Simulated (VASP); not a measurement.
Here is a VASP 6.6.1 calculation.

Contents of POSCAR:

```
Ti
1.0
   -1.4530016561      1.4530016561      2.0558681138
    1.4530016561     -1.4530016561      2.0558681138
    1.4530016561      1.4530016561     -2.0558681138
Ti
1
Direct
    0.0000000000      0.0000000000      0.0000000000
```

File INCAR.step1:

```
PREC = Accurate ; ENCUT = 520
ISMEAR = 0 ; SIGMA = 0.1
LREAL = F ; LASPH = T
NELM = 100 ; NBANDS = 12
GGA = PE ; ALGO = Normal
EDIFF = 1E-4 ; LWAVE = T
LCHARG = F
```

Contents of INCAR.step2:

```
PREC = Accurate ; ENCUT = 520
EDIFF = 1E-6 ; ISMEAR = 0
SIGMA = 0.1 ; LREAL = F
LASPH = T ; NELM = 100
ALGO = Normal ; ISIF = 2
LWAVE = F ; LCHARG = F
METAGGA = R2SCAN ; LMIXTAU = T
NBANDS = 12 ; ISTART = 1
```

The input KPOINTS:

```
Automatic mesh
0
Gamma
  26 26 26
```

Potentials or basis: VASP PAW PBE potentials, release 64 (Ti_sv).

Run with:

```console
$ cat potpaw_PBE.64/Ti_sv/POTCAR > POTCAR
$ cp INCAR.step1 INCAR
$ mpirun -np 1 vasp_std > vasp.out
$ cp INCAR.step2 INCAR
$ mpirun -np 1 vasp_std > vasp.out
```

Problem. Estimate the pressure.

Solution. 0.4 GPa.

Problem. What does it give for the band gap on the k mesh?

Solution. Zero (bands 6 and 7 overlap by 1.52 eV).

Caveat: the PAW data sets were made with another functional, which shifts forces and pressure a little.
